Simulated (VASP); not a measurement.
# Si6C7 in VASP: relaxation of the atoms with PBE

Aim: the relaxation of the atoms of Si6C7 with PBE.

All numbers are computed with VASP 6.6.1; they aren't measurements. Logs are shortened: lines on timing, memory, paths and dates and some standing lists are left out, and cuts for length are marked.

### 1 The cell of the first run

The cell holds a slab with vacuum, 13 atoms: a = 3.097 Å, b = 3.097 Å, c = 28.139 Å, α = 90.00°, β = 90.00°, γ = 90.00°.

### 2 Relaxation of the atoms, PBE

The input, INCAR:

```
SYSTEM = Si6C7
PREC = Accurate
ENCUT = 520
EDIFF = 1E-7
ISMEAR = 0
SIGMA = 0.05
LREAL = .FALSE.
LASPH = .TRUE.
NELM = 80
ALGO = Normal
ISIF = 2
LWAVE = .FALSE.
LCHARG = .FALSE.
LDIPOL = .TRUE.
IDIPOL = 3
DIPOL = 0.5 0.5 0.500
GGA = PE
IBRION = 2
NSW = 80
EDIFFG = -0.02
```

The input, KPOINTS:

```
Automatic mesh
0
G
  9 9 1
  0 0 0
```

The input, POSCAR:

```
Si6C7
1.0
    3.0969355084      0.0000000000      0.0000000000
    0.0000000000      3.0969355084      0.0000000000
    0.0000000000      0.0000000000     28.1391845935
C Si
7 6
Direct
    0.0000000000      0.5000000000      0.2665322435
    0.5000000000      0.0000000000      0.3443548290
    0.0000000000      0.5000000000      0.4221774145
    0.5000000000      0.0000000000      0.5000000000
    0.0000000000      0.5000000000      0.5778225855
    0.5000000000      0.0000000000      0.6556451710
    0.0000000000      0.5000000000      0.7334677565
    0.5000000000      0.5000000000      0.3054435363
    0.0000000000      0.0000000000      0.3832661218
    0.5000000000      0.5000000000      0.4610887073
    0.0000000000      0.0000000000      0.5389112927
    0.5000000000      0.5000000000      0.6167338782
    0.0000000000      0.0000000000      0.6945564637
```

Potentials or basis: VASP PAW PBE potentials, release 64 (C, Si).

Started as:

```sh
$ cat potpaw_PBE.64/C/POTCAR potpaw_PBE.64/Si/POTCAR > POTCAR
$ mpirun -np 1 vasp_std > vasp.out
```

OUTCAR:

```text
SYSTEM = Si6C7
   PREC = Accurate
   ENCUT = 520
   EDIFF = 1E-7
   ISMEAR = 0
   LREAL = .FALSE.
   LASPH = .TRUE.
   NELM = 80
   ISIF = 2
   GGA = PE
   IBRION = 2
   NSW = 80
   EDIFFG = -0.02

 ion  position               nearest neighbor table
   1  0.000  0.500  0.267-   8 1.90   8 1.90
   2  0.500  0.000  0.344-   8 1.90   8 1.90   9 1.90   9 1.90
   3  0.000  0.500  0.422-   9 1.90   9 1.90  10 1.90  10 1.90
   4  0.500  0.000  0.500-  10 1.90  11 1.90  10 1.90  11 1.90
   5  0.000  0.500  0.578-  12 1.90  12 1.90  11 1.90  11 1.90
   6  0.500  0.000  0.656-  13 1.90  13 1.90  12 1.90  12 1.90
   7  0.000  0.500  0.733-  13 1.90  13 1.90
   8  0.500  0.500  0.305-   2 1.90   2 1.90   1 1.90   1 1.90   9 3.10   9 3.10   9 3.10   9 3.10

   9  0.000  0.000  0.383-   3 1.90   3 1.90   2 1.90   2 1.90   8 3.10   8 3.10  10 3.10  10 3.10
                             8 3.10  10 3.10   8 3.10  10 3.10
  10  0.500  0.500  0.461-   4 1.90   4 1.90   3 1.90   3 1.90  11 3.10  11 3.10  11 3.10  11 3.10
                             9 3.10   9 3.10   9 3.10   9 3.10
  11  0.000  0.000  0.539-   4 1.90   4 1.90   5 1.90   5 1.90  10 3.10  10 3.10  10 3.10  10 3.10
                            12 3.10  12 3.10  12 3.10  12 3.10
  12  0.500  0.500  0.617-   5 1.90   5 1.90   6 1.90   6 1.90  11 3.10  11 3.10  13 3.10  13 3.10
                            11 3.10  13 3.10  11 3.10  13 3.10
  13  0.000  0.000  0.695-   6 1.90   6 1.90   7 1.90   7 1.90  12 3.10  12 3.10  12 3.10  12 3.10

  LATTYP: Found a simple tetragonal cell.
 ALAT       =     3.0969355084
 C/A-ratio  =     9.0861383833

  Lattice vectors:

 A1 = (   3.0969355084,   0.0000000000,   0.0000000000)
 A2 = (   0.0000000000,   3.0969355084,   0.0000000000)
 A3 = (   0.0000000000,   0.0000000000,  28.1391845935)

Analysis of symmetry for initial positions (statically):
=====================================================================
 Subroutine PRICEL returns:
 Original cell was already a primitive cell.

 Routine SETGRP: Setting up the symmetry group for a
 simple tetragonal supercell.

 Subroutine GETGRP returns: Found  8 space group operations
 (whereof  4 operations were pure point group operations)
 out of a pool of 16 trial point group operations.

The static configuration has the point symmetry C_2v.
 The point group associated with its full space group is D_2d.

Analysis of symmetry for dynamics (positions and initial velocities):
=====================================================================
 Subroutine PRICEL returns:
 Original cell was already a primitive cell.

 Routine SETGRP: Setting up the symmetry group for a
 simple tetragonal supercell.

 Subroutine GETGRP returns: Found  8 space group operations
 (whereof  4 operations were pure point group operations)
 out of a pool of 16 trial point group operations.

The dynamic configuration has the point symmetry C_2v.
 The point group associated with its full space group is D_2d.

 Subroutine INISYM returns: Found  8 space group operations
 (whereof  4 operations are pure point group operations),
 and found     1 'primitive' translations

----------------------------------------------------------------------------------------

                                     Primitive cell

  volume of cell :     269.8832

  direct lattice vectors                    reciprocal lattice vectors
     3.096935508  0.000000000  0.000000000     0.322899846  0.000000000  0.000000000
     0.000000000  3.096935508  0.000000000     0.000000000  0.322899846  0.000000000
     0.000000000  0.000000000 28.139184594     0.000000000  0.000000000  0.035537632

  length of vectors
     3.096935508  3.096935508 28.139184594     0.322899846  0.322899846  0.035537632

  position of ions in fractional coordinates (direct lattice)
     0.000000000  0.500000000  0.266532244
     0.500000000  0.000000000  0.344354829
     0.000000000  0.500000000  0.422177414
     0.500000000  0.000000000  0.500000000
     0.000000000  0.500000000  0.577822586
     0.500000000  0.000000000  0.655645171
     0.000000000  0.500000000  0.733467756
     0.500000000  0.500000000  0.305443536
[... 56 lines left out ...]
  0.222222  0.111111  0.000000      8.000000
  0.333333  0.111111  0.000000      8.000000
  0.444444  0.111111  0.000000      8.000000
  0.222222  0.222222  0.000000      4.000000
  0.333333  0.222222  0.000000      8.000000
  0.444444  0.222222  0.000000      8.000000
  0.333333  0.333333  0.000000      4.000000
  0.444444  0.333333  0.000000      8.000000
  0.444444  0.444444  0.000000      4.000000
   k-points           NKPTS =     15   k-points in BZ     NKDIM =     15   number of bands    NBANDS=     33
   number of dos      NEDOS =    301   number of ions     NIONS =     13
   total plane-waves  NPLWV = 120960
   dimension x,y,z NGX =    24 NGY =   24 NGZ =  210
   dimension x,y,z NGXF=    48 NGYF=   48 NGZF=  420
   ions per type =               7   6
   NGX,Y,Z   is equivalent  to a cutoff of  12.88, 12.88, 12.41 a.u.
   NGXF,Y,Z  is equivalent  to a cutoff of  25.77, 25.77, 24.81 a.u.
 SYSTEM =  Si6C7
   PREC   = accura    normal or accurate (medium, high low for compatibility)
   ISTART =      0    job   : 0-new  1-cont  2-samecut
   ICHARG =      2    charge: 1-file 2-atom 10-const
   ISPIN  =      1    spin polarized calculation?
   LNONCOLLINEAR =      F non collinear calculations
   LSORBIT =      F    spin-orbit coupling
   LASPH  =      T    aspherical Exc in radial PAW
   ENCUT  =  520.0 eV  38.22 Ry    6.18 a.u.   5.76  5.76 52.32*2*pi/ulx,y,z
   NELM   =     80;   NELMIN=  2; NELMDL= -5     # of ELM steps
   EDIFF  = 0.1E-06   stopping-criterion for ELM
   LREAL  =      F    real-space projection
   EDIFFG = -.2E-01   stopping-criterion for IOM
   NSW    =     80    number of steps for IOM
   IBRION =      2    ionic relax: 0-MD 1-quasi-New 2-CG
   NFREE  =      1    steps in history (QN), initial steepest desc. (CG)
   ISIF   =      2    stress and relaxation
   ISYM   =      2    0-nonsym 1-usesym 2-fastsym
   POTIM  = 0.5000    time-step for ionic-motion
   TEBEG  =    0.0;   TEEND  =   0.0 temperature during run
   PSTRESS=    0.0 pullay stress
   NELECT =      52.0000    total number of electrons
   NUPDOWN=      -1.0000    fix difference up-down
   EMIN   =  10.00;   EMAX   =-10.00  energy-range for DOS
   EFERMI =   0.00;   METHOD = LEGACY
   ISMEAR =     0;   SIGMA  =   0.05  broadening in eV -4-tet -1-fermi 0-gaus
   EFERMI_NEDOS =   21; number of points for ismear=-14 and -15
   IALGO  =     38    algorithm
   IMIX   =      4    mixing-type and parameters
     AMIX     =   0.40;   BMIX     =  1.00
     AMIX_MAG =   1.60;   BMIX_MAG =  1.00
  volume/ion in A,a.u.               =      20.76       140.10
  Fermi-wavevector in a.u.,A,eV,Ry     =   0.945549  1.786828 12.164462  0.894063
  Thomas-Fermi vector in A             =   2.073461
   LORBIT       =      0    0 simple, 1 ext, 2 COOP (PROOUT), +10 PAW based schemes
   GGA     = PE    functional components
   LHFCALC =     F    Hartree Fock is set to
   AEXX    =    0.0000 exact exchange contribution
   IVDW    =     0    specifies the selected vdW correction
   LEPSILON=     F    determine dielectric tensor
   LRPA    =     F    only Hartree local field effects (RPA)
 conjugate gradient relaxation of ions
 non-spin polarized calculation
 Gauss-broadening in eV      SIGMA  =   0.05
  energy-cutoff  :      520.00
  volume of cell :      269.88
 maximum number of plane-waves:      7294
 NGX is ok and might be reduce to    24
   NGX = 11   NGY = 11   NGZ =105

--------------------------------------- Ionic step        1  -------------------------------------------

 number of electron      51.9999994 magnetization

 Free energy of the ion-electron system (eV)
  ---------------------------------------------------
  ext. energy  EPLUGINS =         0.00000000
  ---------------------------------------------------
  free energy    TOTEN  =       -91.00254221 eV

  energy without entropy =      -90.99619649  energy(sigma->0) =      -90.99936935

------------------------ aborting loop because EDIFF is reached ----------------------------------------

  FORCE on cell =-STRESS in cart. coord.  units (eV):
  Direction    XX          YY          ZZ          XY          YZ          ZX
  --------------------------------------------------------------------------------------
  -------------------------------------------------------------------------------------
  Total       -0.8284483     -0.8284483     -4.7951562      0.0000000      0.0000000      0.0000000
  in kB       -4.9181321     -4.9181321    -28.4667252      0.0000000      0.0000000      0.0000000
  external PRESSURE =     -12.7676631 kB  Pullay stress =       0.0000000 kB
[... 122 lines left out ...]
  FREE ENERGIE OF THE ION-ELECTRON SYSTEM (eV)
  ---------------------------------------------------
  free  energy   TOTEN  =       -91.2982796887 eV

  energy  without entropy=      -91.2895620905  energy(sigma->0) =      -91.29392089

 dipolmoment           0.000000      0.000000      0.000000 electrons x Angstroem

[... ionic steps 4 to 16 ...]

--------------------------------------- Ionic step       17  -------------------------------------------

 number of electron      51.9999994 magnetization

------------------------ aborting loop because EDIFF is reached ----------------------------------------
[... 89 lines left out ...]
--------------------------------------- Ionic step       19  -------------------------------------------

 number of electron      51.9999994 magnetization

 dipolmoment           0.000000      0.000000     -0.000000 electrons x Angstroem

 Free energy of the ion-electron system (eV)
  ---------------------------------------------------
  ext. energy  EPLUGINS =         0.00000000
  ---------------------------------------------------
  free energy    TOTEN  =       -91.36167561 eV

  energy without entropy =      -91.35294996  energy(sigma->0) =      -91.35731279

 E-fermi :   0.4014     XC(G=0):  -6.2535

 val. band max:        0.3799241209   @ k =   0.3333   0.1111   0.0000
 cond. band min:       0.4104648738   @ k =   0.2222   0.0000   0.0000
 fundamental gap:      0.0305407529
 Fermi energy:         0.4013887133

 k-point     1 :       0.0000    0.0000    0.0000
  band No.  band energies     occupation
      1     -15.0667      2.00000
      2     -14.6248      2.00000
      3     -13.9283      2.00000
      4     -12.9762      2.00000
      5     -11.8086      2.00000
      6     -10.3574      2.00000
[... 529 lines left out ...]
     32       4.3453      0.00000
     33       5.2236      0.00000

------------------------ aborting loop because EDIFF is reached ----------------------------------------

 vacuum level on the upper side and lower side of the slab       (xc-potential included)        -0.067        -0.067

  FORCE on cell =-STRESS in cart. coord.  units (eV):
  Direction    XX          YY          ZZ          XY          YZ          ZX
  --------------------------------------------------------------------------------------
  -------------------------------------------------------------------------------------
  Total        1.9384524      1.9384524     -0.0366008      0.0000000      0.0000000      0.0000000
  in kB       11.5077360     11.5077360     -0.2172829      0.0000000      0.0000000      0.0000000
  external PRESSURE =       7.5993963 kB  Pullay stress =       0.0000000 kB
[... 28 lines left out ...]
  FREE ENERGIE OF THE ION-ELECTRON SYSTEM (eV)
  ---------------------------------------------------
  free  energy   TOTEN  =       -91.3616756144 eV

  energy  without entropy=      -91.3529499606  energy(sigma->0) =      -91.35731279

 reached required accuracy - stopping structural energy minimisation

 vacuum level on the upper side and lower side of the slab         7.359         7.359
```

Wall time 25 min (1 thread of Intel Xeon Platinum 8559C (Emerald Rapids), shared host); peak memory 0.4 GiB.

Results:

| Item | Value |
| --- | --- |
| Free energy | -91.3617 eV |
| Energy gained by relaxing | 27.6 meV/atom |
| Ionic steps | 19 |
| Largest force after relaxing | 0.007 eV/Å |
| Band gap on the k mesh | zero (bands 26 and 27 overlap by 0.57 eV) |

Forces on the atoms (eV/Å):
```
C    0.000  0.000 -0.002
C    0.000  0.000  0.001
C    0.000  0.000  0.007
C    0.000  0.000  0.000
C    0.000  0.000 -0.007
C    0.000  0.000 -0.001
C    0.000  0.000  0.002
Si   0.000  0.000 -0.003
Si   0.000  0.000  0.000
Si   0.000  0.000  0.001
Si   0.000  0.000 -0.001
Si   0.000  0.000  0.000
Si   0.000  0.000  0.003
```

Step by step:
| step | energy change (eV) | largest force (eV/Å) | pressure (GPa) |
| --- | --- | --- | --- |
| 1 | 0.0000 | 1.9948 | -1.28 |
| 2 | -0.2651 | 1.0797 | -0.11 |
| 3 | -0.2957 | 0.6537 | -0.50 |
| 4 | -0.3376 | 0.2857 | -0.15 |
| 5 | -0.3388 | 0.3339 | -0.08 |
| 6 | -0.3488 | 0.1928 | 0.06 |
| 7 | -0.3488 | 0.1875 | 0.06 |
| 8 | -0.3528 | 0.0556 | 0.16 |
| 9 | -0.3529 | 0.0850 | 0.17 |
| 10 | -0.3537 | 0.0982 | 0.23 |
| 11 | -0.3537 | 0.1091 | 0.23 |
| 12 | -0.3545 | 0.0985 | 0.28 |
| 13 | -0.3564 | 0.0663 | 0.41 |
| 14 | -0.3584 | 0.0677 | 0.67 |
| 15 | -0.3585 | 0.0720 | 0.75 |
| 16 | -0.3588 | 0.0886 | 0.77 |
| 17 | -0.3591 | 0.0244 | 0.76 |
| 18 | -0.3591 | 0.0214 | 0.76 |
| 19 | -0.3591 | 0.0073 | 0.76 |

Final structure:
```
CELL_PARAMETERS angstrom
3.09694 0.00000 0.00000
0.00000 3.09694 0.00000
0.00000 0.00000 28.13918
ATOMIC_POSITIONS crystal
C 0.00000 0.50000 0.27242
C 0.50000 0.00000 0.34491
C 0.00000 0.50000 0.42218
C 0.50000 0.00000 0.50000
C 0.00000 0.50000 0.57782
C 0.50000 0.00000 0.65509
C 0.00000 0.50000 0.72758
Si 0.50000 0.50000 0.30518
Si 0.00000 0.00000 0.38304
Si 0.50000 0.50000 0.46107
Si 0.00000 0.00000 0.53893
Si 0.50000 0.50000 0.61696
Si 0.00000 0.00000 0.69482
```

The gap in the log of VASP goes by the Fermi energy; the results here count the filled bands.